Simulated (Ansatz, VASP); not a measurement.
One calculation of MgO, two programs

The input INCAR:

```
PREC = Accurate
ENCUT = 600
EDIFF = 1E-6
ISMEAR = 0
SIGMA = 0.01
LREAL = False
LASPH = True
NELM = 120
ALGO = Normal
ISIF = 2
LWAVE = False
LCHARG = True
GGA = PE
LELF = True
LVHAR = True
NBANDS = 11
GGA_COMPAT = False
```

The input KPOINTS:

```
regular mesh
0
Gamma
  8 8 8
```

POSCAR

```
MgO
1.0
    0.0000000000      2.1059355641      2.1420708143
    2.1059355641      0.0000000000      2.1420708143
    2.1059355641      2.1059355641      0.0000000000
Mg O
1 1
Direct
    0.0000000000      0.0000000000      0.0000000000
    0.5000000000      0.5000000000      0.5000000000
```

Input for Ansatz:

```yaml
crystal:
  lattice:
    - [0.0, 2.1059355641, 2.1420708143]
    - [2.1059355641, 0.0, 2.1420708143]
    - [2.1059355641, 2.1059355641, 0.0]
  atoms:
    - { symbol: Mg, position: [0.0, 0.0, 0.0] }
    - { symbol: O, position: [0.5, 0.5, 0.5] }
basis:
  ecutwfc: 420
kpoints:
  mp_grid: { grid: [8, 8, 8] }
  band_path:
    path:
      - [0.0, 0.0, 0.0]
      - [0.0, 0.0, 0.0]
      - [0.3, 0.3, 0.0]
      - [0.0, 0.3, 0.3]
      - [0.5, 0.5, 0.5]
      - [0.0, 0.0, 0.5]
      - [0.5, 0.5, 0.5]
      - [0.0, 0.0, 0.5]
    npoints: 1
hamiltonian:
  xc: pbe
  pseudopotentials: { kind: paw, azcp: { folder: soft_1 } }
scf:
  occupations: { method: fixed }
  n_extra_bands: 5
output:
  forces: true
  stress: true
  eigenvalues: true
```

Alike in both runs: task single point; functional PBE; k mesh 8 × 8 × 8; no spin polarisation.

```csv
,VASP,Ansatz
version,VASP 6.6.1,Ansatz 0.2.0
potentials or method,"VASP PAW PBE potentials, release 64 (Mg, O), cutoff 600 eV","scalar-relativistic, plane waves, PAW"
occupations,"gaussian, width 0.01 eV",fixed
valence electrons in the cell,8,16
```

Ansatz gave:

| Item | Value |
| --- | --- |
| gap on the k mesh at the Fermi level (eV) | 4.56 |
| least direct gap on the mesh (eV) | 4.56 |
| pressure (GPa) | 2.1 |
| traceless stress, the component that is largest in VASP (GPa) | -2.11 |

Q: Estimate VASP's values.

A: gap on the k mesh at the Fermi level (eV): 4.54; least direct gap on the mesh (eV): 4.54; pressure (GPa): 1.0; traceless stress, the component that is largest in VASP (GPa): -2.11.

VASP's potentials hold 8 valence electrons a cell and Ansatz's 16, so a difference there can come from the potentials and not from the codes.
